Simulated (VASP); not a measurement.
# Sr2SO (P4/mmm) in VASP: single point with PBE

Aim: the single point of Sr2SO with PBE.

Everything below comes from runs of VASP 6.6.1. Logs are shortened: lines on timing, memory, paths and dates and some standing lists are left out, and cuts for length are marked.

### Step 1. The cell of the first run

Symmetry: P4/mmm, No. 123, tetragonal system. Conventional cell: a = 4.043 Å, b = 4.043 Å, c = 5.718 Å, α = 90.00°, β = 90.00°, γ = 90.00°. Sr (site symmetry 4/mmm) has 2 S at 2.86 Å and 4 O at 2.86 Å within 3.8 Å. Sr (site symmetry 4/mmm) has 2 O at 2.86 Å and 4 S at 2.86 Å within 3.8 Å. S (site symmetry 4/mmm) has 6 Sr at 2.86 Å within 3.8 Å. O (site symmetry 4/mmm) has 6 Sr at 2.86 Å within 3.8 Å.

### Step 2. Single point, PBE

The input, INCAR:

```
SYSTEM = Sr2SO
  PREC = Accurate
  ENCUT = 700
  EDIFF = 1E-6
  ISMEAR = 0
  SIGMA = 0.1
  LREAL = .False.
  LASPH = .True.
  NELM = 120
  ALGO = Normal
  ISIF = 2
  LWAVE = .False.
  LCHARG = .True.
  GGA = PE
  LELF = .True.
  LVHAR = .True.
  ISYM = -1
  NBANDS = 24
  GGA_COMPAT = .False.
```

The input, KPOINTS:

```
explicit points
6
Reciprocal
  0.10000000   0.50000000   0.00000000 2
  0.10000000   0.50000000   0.50000000 2
  0.30000000   0.50000000   0.00000000 2
  0.30000000   0.50000000   0.50000000 2
  0.50000000   0.50000000   0.00000000 1
  0.50000000   0.50000000   0.50000000 1
```

The input, POSCAR:

```
Sr2SO
1.0
    4.0432370000      0.0000000000      0.0000000000
    0.0000000000      4.0432370000      0.0000000000
    0.0000000000      0.0000000000      5.7180000000
Sr S O
2 1 1
Direct
    0.0000000000      0.0000000000      0.0000000000
    0.5000000000      0.5000000000      0.5000000000
    0.0000000000      0.0000000000      0.5000000000
    0.5000000000      0.5000000000      0.0000000000
```

Potentials or basis: VASP PAW PBE potentials, release 64 (Sr_sv, S, O).

Run with:

```console
cat potpaw_PBE.64/Sr_sv/POTCAR potpaw_PBE.64/S/POTCAR potpaw_PBE.64/O/POTCAR > POTCAR
mpirun -np 1 vasp_std > vasp.out
```

OUTCAR:

```text
SYSTEM = Sr2SO
   PREC = Accurate
   ENCUT = 700
   EDIFF = 1E-6
   ISMEAR = 0
   LREAL = .False.
   LASPH = .True.
   NELM = 120
   ISIF = 2
   GGA = PE
   ISYM = -1

 ion  position               nearest neighbor table
   1  0.000  0.000  0.000-   3 2.86   3 2.86   4 2.86   4 2.86   4 2.86   4 2.86   2 4.04   2 4.04
                             2 4.04   2 4.04   2 4.04   2 4.04   2 4.04   2 4.04
   2  0.500  0.500  0.500-   4 2.86   4 2.86   3 2.86   3 2.86   3 2.86   3 2.86   1 4.04   1 4.04
                             1 4.04   1 4.04   1 4.04   1 4.04   1 4.04   1 4.04
   3  0.000  0.000  0.500-   1 2.86   1 2.86   2 2.86   2 2.86   2 2.86   2 2.86
   4  0.500  0.500  0.000-   2 2.86   2 2.86   1 2.86   1 2.86   1 2.86   1 2.86

IMPORTANT INFORMATION: All symmetrisations will be switched off!
NOSYMM: (Re-)initialisation of all symmetry stuff for point group C_1.

----------------------------------------------------------------------------------------

                                     Primitive cell

  volume of cell :      93.4765

  direct lattice vectors                    reciprocal lattice vectors
     4.043237000  0.000000000  0.000000000     0.247326585  0.000000000  0.000000000
     0.000000000  4.043237000  0.000000000     0.000000000  0.247326585  0.000000000
     0.000000000  0.000000000  5.718000000     0.000000000  0.000000000  0.174886324

  length of vectors
     4.043237000  4.043237000  5.718000000     0.247326585  0.247326585  0.174886324

  position of ions in fractional coordinates (direct lattice)
     0.000000000  0.000000000  0.000000000
     0.500000000  0.500000000  0.500000000
     0.000000000  0.000000000  0.500000000
     0.500000000  0.500000000  0.000000000

  ion indices of the primitive-cell ions
   primitive index   ion index
                 1           1
                 2           2
                 3           3
                 4           4

----------------------------------------------------------------------------------------

 KPOINTS: explicit points

Read explicit list of k-points.

 Found      6 k-points:

 Following reciprocal coordinates:
            Coordinates               Weight
  0.100000  0.500000  0.000000      0.200000
  0.100000  0.500000  0.500000      0.200000
  0.300000  0.500000  0.000000      0.200000
  0.300000  0.500000  0.500000      0.200000
  0.500000  0.500000  0.000000      0.100000
  0.500000  0.500000  0.500000      0.100000
   k-points           NKPTS =      6   k-points in BZ     NKDIM =      6   number of bands    NBANDS=     24
   number of dos      NEDOS =    301   number of ions     NIONS =      4
   total plane-waves  NPLWV =  64800
   dimension x,y,z NGX =    36 NGY =   36 NGZ =   50
   dimension x,y,z NGXF=    72 NGYF=   72 NGZF=  100
   ions per type =               2   1   1
   NGX,Y,Z   is equivalent  to a cutoff of  14.80, 14.80, 14.54 a.u.
   NGXF,Y,Z  is equivalent  to a cutoff of  29.60, 29.60, 29.07 a.u.
 SYSTEM =  Sr2SO
   PREC   = accura    normal or accurate (medium, high low for compatibility)
   ISTART =      0    job   : 0-new  1-cont  2-samecut
   ICHARG =      2    charge: 1-file 2-atom 10-const
   ISPIN  =      1    spin polarized calculation?
   LNONCOLLINEAR =      F non collinear calculations
   LSORBIT =      F    spin-orbit coupling
   LASPH  =      T    aspherical Exc in radial PAW
   ENCUT  =  700.0 eV  51.45 Ry    7.17 a.u.   8.72  8.72 12.34*2*pi/ulx,y,z
   NELM   =    120;   NELMIN=  2; NELMDL= -5     # of ELM steps
   EDIFF  = 0.1E-05   stopping-criterion for ELM
   LREAL  =      F    real-space projection
   EDIFFG = 0.1E-04   stopping-criterion for IOM
   NSW    =      0    number of steps for IOM
   IBRION =     -1    ionic relax: 0-MD 1-quasi-New 2-CG
   NFREE  =      0    steps in history (QN), initial steepest desc. (CG)
   ISIF   =      2    stress and relaxation
   ISYM   =     -1    0-nonsym 1-usesym 2-fastsym
   POTIM  = 0.5000    time-step for ionic-motion
   TEBEG  =    0.0;   TEEND  =   0.0 temperature during run
   PSTRESS=    0.0 pullay stress
   NELECT =      32.0000    total number of electrons
   NUPDOWN=      -1.0000    fix difference up-down
   EMIN   =  10.00;   EMAX   =-10.00  energy-range for DOS
   EFERMI =   0.00;   METHOD = LEGACY
   ISMEAR =     0;   SIGMA  =   0.10  broadening in eV -4-tet -1-fermi 0-gaus
   EFERMI_NEDOS =   21; number of points for ismear=-14 and -15
   IALGO  =     38    algorithm
   IMIX   =      4    mixing-type and parameters
     AMIX     =   0.40;   BMIX     =  1.00
     AMIX_MAG =   1.60;   BMIX_MAG =  1.00
  volume/ion in A,a.u.               =      23.37       157.70
  Fermi-wavevector in a.u.,A,eV,Ry     =   1.145225  2.164161 17.844574  1.311539
  Thomas-Fermi vector in A             =   2.281914
   LORBIT       =      0    0 simple, 1 ext, 2 COOP (PROOUT), +10 PAW based schemes
   GGA     = PE    functional components
   LHFCALC =     F    Hartree Fock is set to
   AEXX    =    0.0000 exact exchange contribution
   IVDW    =     0    specifies the selected vdW correction
   LEPSILON=     F    determine dielectric tensor
   LRPA    =     F    only Hartree local field effects (RPA)
 non-spin polarized calculation
 Gauss-broadening in eV      SIGMA  =   0.10
  energy-cutoff  :      700.00
  volume of cell :       93.48
 maximum number of plane-waves:      3960
 NGX is ok and might be reduce to    36
   NGX = 17   NGY = 17   NGZ = 25

 number of electron      31.9999997 magnetization

 Free energy of the ion-electron system (eV)
  ---------------------------------------------------
  ext. energy  EPLUGINS =         0.00000000
  ---------------------------------------------------
  free energy    TOTEN  =       -22.06656762 eV

  energy without entropy =      -22.06656762  energy(sigma->0) =      -22.06656762

 E-fermi :   2.0843     XC(G=0):  -9.1395

 val. band max:        1.6252057847   @ k =   0.5000   0.5000   0.0000
 cond. band min:       4.2128178817   @ k =   0.5000   0.5000   0.0000
 fundamental gap:      2.5876120971
 Fermi energy:         2.0842585034

 k-point     1 :       0.1000    0.5000    0.0000
  band No.  band energies     occupation
      1     -31.6972      2.00000
      2     -31.6051      2.00000
      3     -14.1738      2.00000
      4     -14.1679      2.00000
      5     -13.8940      2.00000
      6     -13.6322      2.00000
      7     -13.6246      2.00000
      8     -13.5618      2.00000
      9     -12.4272      2.00000
     10      -8.9255      2.00000
     11      -0.9250      2.00000
     12       0.0358      2.00000
     13       0.4766      2.00000
     14       0.6338      2.00000
     15       1.2205      2.00000
     16       1.3596      2.00000
     17       5.8532      0.00000
     18       6.6610      0.00000
     19       7.2444      0.00000
     20       7.5287      0.00000
     21       8.3322      0.00000
     22       8.7944      0.00000
     23       8.8192      0.00000
     24       8.9272      0.00000

 k-point     2 :       0.1000    0.5000    0.5000
  band No.  band energies     occupation
      1     -31.6968      2.00000
      2     -31.6049      2.00000
      3     -14.3801      2.00000
      4     -14.3407      2.00000
      5     -13.7333      2.00000
      6     -13.6337      2.00000
      7     -13.5630      2.00000
      8     -13.5517      2.00000
      9     -12.2584      2.00000
     10      -8.6186      2.00000
     11      -1.1378      2.00000
     12      -0.7806      2.00000
     13      -0.0407      2.00000
     14       0.8004      2.00000
     15       1.0262      2.00000
     16       1.1513      2.00000
     17       6.8931      0.00000
     18       7.2195      0.00000
     19       7.7397      0.00000
     20       7.9523      0.00000
     21       8.8402      0.00000
     22       8.9516      0.00000
     23       9.2129      0.00000
     24       9.3915      0.00000

 k-point     3 :       0.3000    0.5000    0.0000
  band No.  band energies     occupation
      1     -31.6916      2.00000
      2     -31.5982      2.00000
      3     -14.0605      2.00000
      4     -14.0151      2.00000
      5     -13.8820      2.00000
      6     -13.7517      2.00000
      7     -13.6492      2.00000
      8     -13.6113      2.00000
      9     -12.6710      2.00000
     10      -9.2506      2.00000
     11      -0.2027      2.00000
     12       0.1466      2.00000
     13       0.7236      2.00000
     14       1.1488      2.00000
     15       1.3563      2.00000
     16       1.5090      2.00000
     17       4.7465      0.00000
     18       4.9275      0.00000
     19       7.5413      0.00000
     20       8.1215      0.00000
     21       8.4644      0.00000
     22       9.2804      0.00000
     23       9.6395      0.00000
     24       9.9784      0.00000

 k-point     4 :       0.3000    0.5000    0.5000
  band No.  band energies     occupation
      1     -31.6912      2.00000
      2     -31.5980      2.00000
      3     -14.2022      2.00000
      4     -14.1356      2.00000
      5     -13.7999      2.00000
      6     -13.7869      2.00000
      7     -13.6724      2.00000
      8     -13.6253      2.00000
      9     -12.4326      2.00000
     10      -8.9237      2.00000
     11      -0.4440      2.00000
     12      -0.3791      2.00000
     13       0.0921      2.00000
     14       1.0373      2.00000
     15       1.0930      2.00000
     16       1.1887      2.00000
     17       6.2497      0.00000
     18       6.4459      0.00000
     19       7.5215      0.00000
     20       7.5803      0.00000
     21       8.6490      0.00000
     22       9.6176      0.00000
     23       9.6319      0.00000
     24       9.6928      0.00000

 k-point     5 :       0.5000    0.5000    0.0000
  band No.  band energies     occupation
      1     -31.6881      2.00000
      2     -31.5939      2.00000
      3     -14.0033      2.00000
      4     -13.9666      2.00000
      5     -13.8747      2.00000
      6     -13.7253      2.00000
      7     -13.6857      2.00000
      8     -13.6030      2.00000
      9     -12.8686      2.00000
     10      -9.4523      2.00000
     11       0.2385      2.00000
     12       0.2784      2.00000
     13       0.9209      2.00000
     14       1.4447      2.00000
     15       1.4854      2.00000
     16       1.6252      2.00000
     17       4.2128      0.00000
     18       4.2359      0.00000
     19       7.3120      0.00000
     20       8.1791      0.00000
     21       8.9200      0.00000
     22       9.4636      0.00000
     23      10.3306      0.00000
     24      10.4824      0.00000

 k-point     6 :       0.5000    0.5000    0.5000
  band No.  band energies     occupation
      1     -31.6878      2.00000
      2     -31.5937      2.00000
      3     -13.9764      2.00000
      4     -13.9532      2.00000
      5     -13.8779      2.00000
      6     -13.8570      2.00000
      7     -13.8165      2.00000
      8     -13.7383      2.00000
      9     -12.5460      2.00000
     10      -9.1096      2.00000
     11      -0.2133      2.00000
     12       0.1687      2.00000
     13       0.2069      2.00000
     14       1.0708      2.00000
     15       1.1702      2.00000
     16       1.2099      2.00000
     17       5.9478      0.00000
     18       6.0038      0.00000
     19       7.3949      0.00000
     20       7.4126      0.00000
     21       8.3368      0.00000
     22       8.6855      0.00000
     23       9.3832      0.00000
     24      10.3368      0.00000

------------------------ aborting loop because EDIFF is reached ----------------------------------------

  FORCE on cell =-STRESS in cart. coord.  units (eV):
  Direction    XX          YY          ZZ          XY          YZ          ZX
  --------------------------------------------------------------------------------------
  -------------------------------------------------------------------------------------
  Total        4.7563619     -6.3269807     -0.0670294     -0.0000075     -0.0000004     -0.0000012
  in kB       81.5235212   -108.4437547     -1.1488762     -0.0001288     -0.0000065     -0.0000198
  external PRESSURE =      -9.3563699 kB  Pullay stress =       0.0000000 kB

 VOLUME and BASIS-vectors are now :
 -----------------------------------------------------------------------------
  energy-cutoff  :      700.00
  volume of cell :       93.48
      direct lattice vectors                 reciprocal lattice vectors
     4.043237000  0.000000000  0.000000000     0.247326585  0.000000000  0.000000000
     0.000000000  4.043237000  0.000000000     0.000000000  0.247326585  0.000000000
     0.000000000  0.000000000  5.718000000     0.000000000  0.000000000  0.174886324

 POSITION                                       TOTAL-FORCE (eV/Angst)
 -----------------------------------------------------------------------------------
      0.00000      0.00000      0.00000         0.000001     -0.000004      0.000005
      2.02162      2.02162      2.85900        -0.000001      0.000007      0.000001
      0.00000      0.00000      2.85900        -0.000001     -0.000005     -0.000006
      2.02162      2.02162      0.00000         0.000001      0.000002      0.000001
 -----------------------------------------------------------------------------------
    total drift:                               -0.000005     -0.000005     -0.000004

  FREE ENERGIE OF THE ION-ELECTRON SYSTEM (eV)
  ---------------------------------------------------
  free  energy   TOTEN  =       -22.0665676229 eV

  energy  without entropy=      -22.0665676228  energy(sigma->0) =      -22.06656762
```

Run time: 29 s. Hardware: 1 thread of AMD EPYC 7R43 (Zen 3), shared host; peak memory 0.21 GiB.

Results:

```
Free energy            : -22.0666 eV
Pressure               : -0.9 GPa
Band gap on the k mesh : 2.59 eV
```

Caveat: a shifted mesh leaves out Γ, where band edges can lie.
